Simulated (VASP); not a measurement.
# Al3InAs4 (P-43m) in VASP: vibrations by perturbation theory with PBE

Aim: the vibrations by perturbation theory of Al3InAs4 with PBE.

Program: VASP 6.6.1. These are calculated values, not measurements. Logs are shortened: lines on timing, memory, paths and dates and some standing lists are left out, and cuts for length are marked.

## 1. The cell of the first run

The structure is cubic, space group P-43m (No. 215). The conventional cell has a = 5.836 Å, b = 5.836 Å, c = 5.836 Å, α = 90.00°, β = 90.00°, γ = 90.00°. Al (site symmetry -42m) has 4 As at 2.49 Å within 3.3 Å. Within 3.5 Å of In (site symmetry -43m) lie 4 As at 2.64 Å. Within 3.3 Å of As (site symmetry 3m) lie 3 Al at 2.49 Å and 1 In at 2.64 Å.

## 2. Vibrations by perturbation theory, PBE

INCAR

```
ALGO = Normal
EDIFF = 1E-8
ENCUT = 500
GGA = PE
GGA_COMPAT = F
IBRION = 8
ISIF = 2
ISMEAR = 0
LASPH = T
LCHARG = F
LEPSILON = T
LREAL = F
LWAVE = F
NBANDS = 31
NELM = 120
NSW = 1
PREC = Accurate
SIGMA = 0.01
```

KPOINTS

```
k-points
0
Gamma
  6 6 6
```

POSCAR

```
Al3InAs4
1.0
    5.8360107676      0.0000000000      0.0000000000
    0.0000000000      5.8360107676      0.0000000000
    0.0000000000      0.0000000000      5.8360107676
Al In As
3 1 4
Direct
    0.5000000000      0.0000000000      0.0000000000
    0.0000000000      0.0000000000      0.5000000000
    0.0000000000      0.5000000000      0.0000000000
    0.5000000000      0.5000000000      0.5000000000
    0.7607283727      0.2392716273      0.7607283727
    0.7607283727      0.7607283727      0.2392716273
    0.2392716273      0.2392716273      0.2392716273
    0.2392716273      0.7607283727      0.7607283727
```

Potentials or basis: VASP PAW PBE potentials, release 64 (Al, In_d, As).

The run is started by

```console
cat potpaw_PBE.64/Al/POTCAR potpaw_PBE.64/In_d/POTCAR potpaw_PBE.64/As/POTCAR > POTCAR
mpirun -np 1 vasp_std > vasp.out
```

OUTCAR:

```text
EDIFF = 1E-8
   ENCUT = 500
   GGA = PE
   IBRION = 8
   ISIF = 2
   ISMEAR = 0
   LASPH = T
   LEPSILON = T
   LREAL = F
   NELM = 120
   NSW = 1
   PREC = Accurate

 ion  position               nearest neighbor table
   1  0.500  0.000  0.000-   5 2.49   6 2.49   7 2.49   8 2.49
   2  0.000  0.000  0.500-   5 2.49   6 2.49   7 2.49   8 2.49
   3  0.000  0.500  0.000-   5 2.49   6 2.49   7 2.49   8 2.49
   4  0.500  0.500  0.500-   5 2.64   6 2.64   7 2.64   8 2.64
   5  0.761  0.239  0.761-   1 2.49   2 2.49   3 2.49   4 2.64
   6  0.761  0.761  0.239-   1 2.49   2 2.49   3 2.49   4 2.64
   7  0.239  0.239  0.239-   1 2.49   2 2.49   3 2.49   4 2.64
   8  0.239  0.761  0.761-   1 2.49   2 2.49   3 2.49   4 2.64

  LATTYP: Found a simple cubic cell.
 ALAT       =     5.8360107676

  Lattice vectors:

 A1 = (   5.8360107676,   0.0000000000,   0.0000000000)
 A2 = (   0.0000000000,   5.8360107676,   0.0000000000)
 A3 = (   0.0000000000,   0.0000000000,   5.8360107676)

Analysis of symmetry for initial positions (statically):
=====================================================================
 Subroutine PRICEL returns:
 Original cell was already a primitive cell.

 Routine SETGRP: Setting up the symmetry group for a
 simple cubic supercell.

 Subroutine GETGRP returns: Found 24 space group operations
 (whereof 24 operations were pure point group operations)
 out of a pool of 48 trial point group operations.

The static configuration has the point symmetry T_d .

Analysis of symmetry for dynamics (positions and initial velocities):
=====================================================================
 Subroutine PRICEL returns:
 Original cell was already a primitive cell.

 Routine SETGRP: Setting up the symmetry group for a
 simple cubic supercell.

 Subroutine GETGRP returns: Found 24 space group operations
 (whereof 24 operations were pure point group operations)
 out of a pool of 48 trial point group operations.

The dynamic configuration has the point symmetry T_d .

 Subroutine INISYM returns: Found 24 space group operations
 (whereof 24 operations are pure point group operations),
 and found     1 'primitive' translations

----------------------------------------------------------------------------------------

                                     Primitive cell

  volume of cell :     198.7688

  direct lattice vectors                    reciprocal lattice vectors
     5.836010768  0.000000000  0.000000000     0.171349924  0.000000000  0.000000000
     0.000000000  5.836010768  0.000000000     0.000000000  0.171349924  0.000000000
[... 948 lines left out ...]
 ion    4
    1     2.43982    -0.00000    -0.00000
    2     0.00000     2.43982    -0.00000
    3     0.00000     0.00000     2.43982
 ion    5
    1    -2.24178    -0.06020     0.06020
    2    -0.06020    -2.24178    -0.06020
    3     0.06020    -0.06020    -2.24178
 ion    6
    1    -2.24178     0.06020    -0.06020
    2     0.06020    -2.24178    -0.06020
    3    -0.06020    -0.06020    -2.24178
 ion    7
    1    -2.24178     0.06020     0.06020
    2     0.06020    -2.24178     0.06020
    3     0.06020     0.06020    -2.24178
 ion    8
    1    -2.24178    -0.06020    -0.06020
    2    -0.06020    -2.24178     0.06020
    3    -0.06020     0.06020    -2.24178

 INTERNAL STRAIN TENSOR FOR ION    8 for displacements in x,y,z  (eV/Angst):
          X           Y           Z          XY          YZ          ZX
  --------------------------------------------------------------------------------
  x     1.00745     0.07392     0.07392    -0.00643     6.83723    -0.05668
  y    -0.07392    -1.00745    -0.07392     0.05668    -0.00643     6.83723
  z    -0.07392    -0.07392    -1.00745     6.83723    -0.05668     0.00643

 SECOND DERIVATIVES (NOT SYMMETRIZED)
 ------------------------------------
               1X          1Y          1Z          2X          2Y          2Z          3X          3Y          3Z          4X          4Y          4Z          5X          5Y          5Z          6X          6Y          6Z          7X          7Y          7Z          8X          8Y          8Z
  1X    -9.403515    0.000000   -0.000000    1.209147   -0.000000    0.000000    1.209147   -0.000000    0.000000   -1.689037    0.000000    0.000000    2.168564    1.641912   -1.641912    2.168564   -1.641912    1.641912    2.168564   -1.641912   -1.641912    2.168564    1.641912    1.641912
  1Y     0.000000   -8.630023    0.000000    0.000000   -1.977655    0.000000    0.000000    1.206981    0.000000    0.000000    1.228467    0.000000    1.599782    2.043058   -1.390104   -1.599782    2.043058   -1.390104   -1.599782    2.043058    1.390104    1.599782    2.043058    1.390104
  1Z     0.000000    0.000000   -8.630023    0.000000    0.000000    1.206981    0.000000    0.000000   -1.977655    0.000000    0.000000    1.228467   -1.599782   -1.390104    2.043058    1.599782   -1.390104    2.043058   -1.599782    1.390104    2.043058    1.599782    1.390104    2.043058
  2X     1.206981    0.000000    0.000000   -8.630023    0.000000    0.000000   -1.977655    0.000000    0.000000    1.228467    0.000000    0.000000    2.043058   -1.390104   -1.599782    2.043058    1.390104    1.599782    2.043058    1.390104   -1.599782    2.043058   -1.390104    1.599782
  2Y     0.000000   -1.977655    0.000000    0.000000   -8.630023    0.000000    0.000000    1.206981    0.000000    0.000000    1.228467    0.000000   -1.390104    2.043058    1.599782    1.390104    2.043058    1.599782    1.390104    2.043058   -1.599782   -1.390104    2.043058   -1.599782
  2Z    -0.000000    0.000000    1.209147    0.000000   -0.000000   -9.403515   -0.000000   -0.000000    1.209147    0.000000    0.000000   -1.689037   -1.641912    1.641912    2.168564    1.641912    1.641912    2.168564   -1.641912   -1.641912    2.168564    1.641912   -1.641912    2.168564
  3X     1.206981    0.000000    0.000000   -1.977655    0.000000    0.000000   -8.630023    0.000000    0.000000    1.228467    0.000000    0.000000    2.043058    1.599782    1.390104    2.043058   -1.599782   -1.390104    2.043058   -1.599782    1.390104    2.043058    1.599782   -1.390104
  3Y     0.000000    1.209147    0.000000    0.000000    1.209147   -0.000000   -0.000000   -9.403515   -0.000000    0.000000   -1.689037    0.000000    1.641912    2.168564    1.641912   -1.641912    2.168564    1.641912   -1.641912    2.168564   -1.641912    1.641912    2.168564   -1.641912
  3Z     0.000000    0.000000   -1.977655    0.000000    0.000000    1.206981    0.000000    0.000000   -8.630023    0.000000    0.000000    1.228467    1.390104    1.599782    2.043058   -1.390104    1.599782    2.043058    1.390104   -1.599782    2.043058   -1.390104   -1.599782    2.043058
  4X    -1.690373    0.000000    0.000000    1.233219   -0.000000    0.000000    1.233219   -0.000000    0.000000   -8.557508   -0.000000    0.000000    1.945361   -1.782024    1.782024    1.945361    1.782024   -1.782024    1.945361    1.782024    1.782024    1.945361   -1.782024   -1.782024
  4Y     0.000000    1.233219   -0.000000    0.000000    1.233219   -0.000000    0.000000   -1.690373    0.000000    0.000000   -8.557508    0.000000   -1.782024    1.945361   -1.782024    1.782024    1.945361   -1.782024    1.782024    1.945361    1.782024   -1.782024    1.945361    1.782024
  4Z    -0.000000   -0.000000    1.233219    0.000000    0.000000   -1.690373   -0.000000    0.000000    1.233219   -0.000000    0.000000   -8.557508    1.782024   -1.782024    1.945361   -1.782024   -1.782024    1.945361    1.782024    1.782024    1.945361   -1.782024    1.782024    1.945361
  5X     2.170496    1.599147   -1.599147    2.040646   -1.389253   -1.640047    2.040646    1.640047    1.389253    1.948657   -1.785142    1.785142   -9.368455   -0.026358    0.026358   -0.313249    0.010113   -0.010113    0.740629   -0.008184    0.040370    0.740629   -0.040370    0.008184
  5Y     1.640047    2.040646   -1.389253   -1.389253    2.040646    1.640047    1.599147    2.170496    1.599147   -1.785142    1.948657   -1.785142   -0.026358   -9.368455   -0.026358   -0.008184    0.740629   -0.040370    0.010113   -0.313249    0.010113   -0.040370    0.740629   -0.008184
  5Z    -1.640047   -1.389253    2.040646   -1.599147    1.599147    2.170496    1.389253    1.640047    2.040646    1.785142   -1.785142    1.948657    0.026358   -0.026358   -9.368455    0.008184   -0.040370    0.740629    0.040370   -0.008184    0.740629   -0.010113    0.010113   -0.313249
  6X     2.170496   -1.599147    1.599147    2.040646    1.389253    1.640047    2.040646   -1.640047   -1.389253    1.948657    1.785142   -1.785142   -0.313249   -0.010113    0.010113   -9.368455    0.026358   -0.026358    0.740629    0.040370   -0.008184    0.740629    0.008184   -0.040370
  6Y    -1.640047    2.040646   -1.389253    1.389253    2.040646    1.640047   -1.599147    2.170496    1.599147    1.785142    1.948657   -1.785142    0.008184    0.740629   -0.040370    0.026358   -9.368455   -0.026358    0.040370    0.740629   -0.008184   -0.010113   -0.313249    0.010113
  6Z     1.640047   -1.389253    2.040646    1.599147    1.599147    2.170496   -1.389253    1.640047    2.040646   -1.785142   -1.785142    1.948657   -0.008184   -0.040370    0.740629   -0.026358   -0.026358   -9.368455    0.010113    0.010113   -0.313249   -0.040370   -0.008184    0.740629
  7X     2.170496   -1.599147   -1.599147    2.040646    1.389253   -1.640047    2.040646   -1.640047    1.389253    1.948657    1.785142    1.785142    0.740629    0.008184    0.040370    0.740629    0.040370    0.008184   -9.368455    0.026358    0.026358   -0.313249   -0.010113   -0.010113
  7Y    -1.640047    2.040646    1.389253    1.389253    2.040646   -1.640047   -1.599147    2.170496   -1.599147    1.785142    1.948657    1.785142   -0.010113   -0.313249   -0.010113    0.040370    0.740629    0.008184    0.026358   -9.368455    0.026358    0.008184    0.740629    0.040370
  7Z    -1.640047    1.389253    2.040646   -1.599147   -1.599147    2.170496    1.389253   -1.640047    2.040646    1.785142    1.785142    1.948657    0.040370    0.008184    0.740629   -0.010113   -0.010113   -0.313249    0.026358    0.026358   -9.368455    0.008184    0.040370    0.740629
  8X     2.170496    1.599147    1.599147    2.040646   -1.389253    1.640047    2.040646    1.640047   -1.389253    1.948657   -1.785142   -1.785142    0.740629   -0.040370   -0.008184    0.740629   -0.008184   -0.040370   -0.313249    0.010113    0.010113   -9.368455   -0.026358   -0.026358
  8Y     1.640047    2.040646    1.389253   -1.389253    2.040646   -1.640047    1.599147    2.170496   -1.599147   -1.785142    1.948657    1.785142   -0.040370    0.740629    0.008184    0.010113   -0.313249   -0.010113   -0.008184    0.740629    0.040370   -0.026358   -9.368455    0.026358
  8Z     1.640047    1.389253    2.040646    1.599147   -1.599147    2.170496   -1.389253   -1.640047    2.040646   -1.785142    1.785142    1.948657    0.010113   -0.010113   -0.313249   -0.040370    0.008184    0.740629   -0.008184    0.040370    0.740629   -0.026358    0.026358   -9.368455

 Eigenvectors and eigenvalues of the dynamical matrix
 ----------------------------------------------------

   1 f  =   10.556678 THz    66.329567 2PiTHz  352.132889 cm-1    43.658894 meV
             X         Y         Z           dx          dy          dz
      2.918005  0.000000  0.000000     0.412143   -0.250015   -0.146830
      0.000000  0.000000  2.918005    -0.530524   -0.250015    0.114067
      0.000000  2.918005  0.000000    -0.530524    0.194227   -0.146830
      2.918005  2.918005  2.918005     0.063637    0.029990    0.017612
      4.439619  1.396392  4.439619     0.071083   -0.006421    0.039297
      4.439619  4.439619  1.396392     0.084186    0.060948   -0.028073
      1.396392  1.396392  1.396392     0.102832    0.079594    0.071046
      1.396392  4.439619  4.439619     0.052438    0.012224    0.003676
[... 243 lines left out ...]
  24 f/i=    0.000684 THz     0.004299 2PiTHz    0.022824 cm-1     0.002830 meV
             X         Y         Z           dx          dy          dz
      2.918005  0.000000  0.000000    -0.028606    0.014086   -0.231140
      0.000000  0.000000  2.918005    -0.028602    0.014086   -0.231177
      0.000000  2.918005  0.000000    -0.028602    0.014088   -0.231140
      2.918005  2.918005  2.918005    -0.059022    0.029067   -0.476974
      4.439619  1.396392  4.439619    -0.047660    0.023468   -0.385204
      4.439619  4.439619  1.396392    -0.047672    0.023470   -0.385205
      1.396392  1.396392  1.396392    -0.047661    0.023481   -0.385204
      1.396392  4.439619  4.439619    -0.047672    0.023480   -0.385206

--------------------------------------------------------------------------------------------------------

 MACROSCOPIC STATIC DIELECTRIC TENSOR IONIC CONTRIBUTION
 ------------------------------------------------------
           2.293419     0.000000    -0.000000
           0.000000     2.293419     0.000000
          -0.000000     0.000000     2.293419
 ------------------------------------------------------

 ELASTIC MODULI CONTR FROM IONIC RELAXATION (kBar)
 Direction    XX          YY          ZZ          XY          YZ          ZX
 --------------------------------------------------------------------------------
 XX          -2.9634     -0.4473     -0.4473     -0.0000      0.0000      0.0000
 YY          -0.4473     -2.9634     -0.4473      0.0000     -0.0000      0.0000
 ZZ          -0.4473     -0.4473     -2.9634     -0.0000      0.0000     -0.0000
 XY           0.0000      0.0000     -0.0000   -189.4827     -0.0000      0.0000
 YZ           0.0000     -0.0000      0.0000     -0.0000   -189.4827     -0.0000
 ZX           0.0000      0.0000     -0.0000     -0.0000     -0.0000   -189.4827
 --------------------------------------------------------------------------------

 PIEZOELECTRIC TENSOR IONIC CONTR  for field in x, y, z        (C/m^2)
          XX          YY          ZZ          XY          YZ          ZX
  --------------------------------------------------------------------------------
  x     0.00000    -0.00000     0.00000     0.00000    -0.61940    -0.00000
  y     0.00000     0.00000    -0.00000     0.00000    -0.00000    -0.61940
  z     0.00000     0.00000     0.00000    -0.61940     0.00000    -0.00000
```

Wall time 51 min (1 thread of Intel Xeon 6975P-C (Granite Rapids), shared host); peak memory 1.2 GiB.

What came out:

* Electronic dielectric tensor (diagonal): 10.98
* Born charges (mean of the diagonal): Al +2.18; In +2.44; As -2.24 e
* Highest phonon frequency at Γ, LO-TO splitting left out: 352 cm⁻¹

Phonon frequencies in cm⁻¹ (negative: imaginary):
```csv
q point,frequencies
"(0.000, 0.000, 0.000)",0 0 0 69 69 69 99 99 99 201 201 201 211 211 211 300 300 300 334 334 334 352 352 352
```

Electronic dielectric tensor:
```
10.98  0.00  0.00
 0.00 10.98  0.00
 0.00  0.00 10.98
```

Born effective charge tensors (e):
atom 1, Al
```
2.33 0.00 0.00
0.00 2.10 0.00
0.00 0.00 2.10
```
atom 2, Al
```
2.10 0.00 0.00
0.00 2.10 0.00
0.00 0.00 2.33
```
atom 3, Al
```
2.10 0.00 0.00
0.00 2.33 0.00
0.00 0.00 2.10
```
atom 4, In
```
2.44 0.00 0.00
0.00 2.44 0.00
0.00 0.00 2.44
```
atom 5, As
```
-2.24 -0.06  0.06
-0.06 -2.24 -0.06
 0.06 -0.06 -2.24
```
atom 6, As
```
-2.24  0.06 -0.06
 0.06 -2.24 -0.06
-0.06 -0.06 -2.24
```
atom 7, As
```
-2.24  0.06  0.06
 0.06 -2.24  0.06
 0.06  0.06 -2.24
```
atom 8, As
```
-2.24 -0.06 -0.06
-0.06 -2.24  0.06
-0.06  0.06 -2.24
```

Caveat: spin-orbit coupling is left out, which moves the levels of the heavy elements.
